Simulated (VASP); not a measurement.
A run of VASP 6.6.1 is set up as follows.

INCAR

```
PREC = Accurate
ENCUT = 520
EDIFF = 1E-7
ISMEAR = -1
SIGMA = 0.05
LREAL = False
LASPH = True
NELM = 60
ALGO = Normal
ISIF = 2
LWAVE = False
LCHARG = False
GGA = PE
NBANDS = 13
```

File KPOINTS:

```
regular mesh
0
Gamma
  13 13 13
```

POSCAR

```
W
1.0
   -1.5928193782      1.5928193782      1.5928193782
    1.5928193782     -1.5928193782      1.5928193782
    1.5928193782      1.5928193782     -1.5928193782
W
1
Direct
    0.0000000000      0.0000000000      0.0000000000
```

Potentials or basis: VASP PAW PBE potentials, release 64 (W_sv).

Launch:

```console
$ cat potpaw_PBE.64/W_sv/POTCAR > POTCAR
$ mpirun -np 1 vasp_std > vasp.out
```

**Question.** What does it give for the pressure?

**Answer.** -0.4 GPa.

**Question.** Predict the band gap on the k mesh.

**Answer.** Zero (band 7 reaches 15.56 eV, above the bottom of band 8 at 9.97 eV).

Caveat: spin-orbit coupling is left out, which moves the levels of the heavy elements.
